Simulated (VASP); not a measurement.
Write the native input for VASP 6.6.1 that does the following.

* Task: relaxation of cell and atoms
* Functional: PBE
* Potentials or basis: VASP PAW PBE potentials, release 64 (B, P)
* Cutoff: 600 eV
* k mesh: 10 × 10 × 10
* Occupations: fermi-dirac, width 0.1 eV
* Spin: no spin polarisation
* Dipole correction: no
* Further INCAR settings: ALGO = Normal; EDIFF = 1e-06; IBRION = 2; EDIFFG = -0.03; NSW = 100; ISIF = 3

The structure of BP lies in POSCAR:

```
BP
1.0
    0.0000000000      2.2798980000      2.2798980000
    2.2798980000      0.0000000000      2.2798980000
    2.2798980000      2.2798980000      0.0000000000
B P
1 1
Direct
    0.0000000000      0.0000000000      0.0000000000
    0.2500000000      0.2500000000      0.2500000000
```

One way to write it, as run:

INCAR

```
SYSTEM = BP
PREC = Accurate ; ENCUT = 600
EDIFF = 1E-6 ; ISMEAR = -1
SIGMA = 0.1 ; LREAL = .False.
LASPH = .True. ; NELM = 60
ALGO = Normal ; ISIF = 3
LWAVE = .False. ; LCHARG = .False.
GGA = PE ; IBRION = 2
NSW = 100 ; EDIFFG = -0.03
```

KPOINTS

```
regular mesh
0
Gamma
  10 10 10
  0 0 0
```

Potentials or basis: VASP PAW PBE potentials, release 64 (B, P).

Run with:

```console
$ cat potpaw_PBE.64/B/POTCAR potpaw_PBE.64/P/POTCAR > POTCAR
$ mpirun -np 1 vasp_std > vasp.out
```

It gave:

```yaml
Relaxed_volume: 11.75 Å³/atom
Relaxed_cell: a = 3.215 Å, b = 3.215 Å, c = 3.215 Å, α = 60.00°, β = 60.00°, γ = 60.00°
Space_group_after_relaxing_to_0.05_Å: F-43m (No. 216)
Energy_gained_by_relaxing: 0.5 meV/atom
Ionic_steps: 3
Pressure_after_relaxing: 0.0 GPa
Band_gap_on_the_k_mesh: 1.25 eV, indirect (least direct gap 3.39 eV)
```

It took 18 s on 1 thread of AMD EPYC 7R13, with other jobs on the host, peak memory 0.15 GiB.
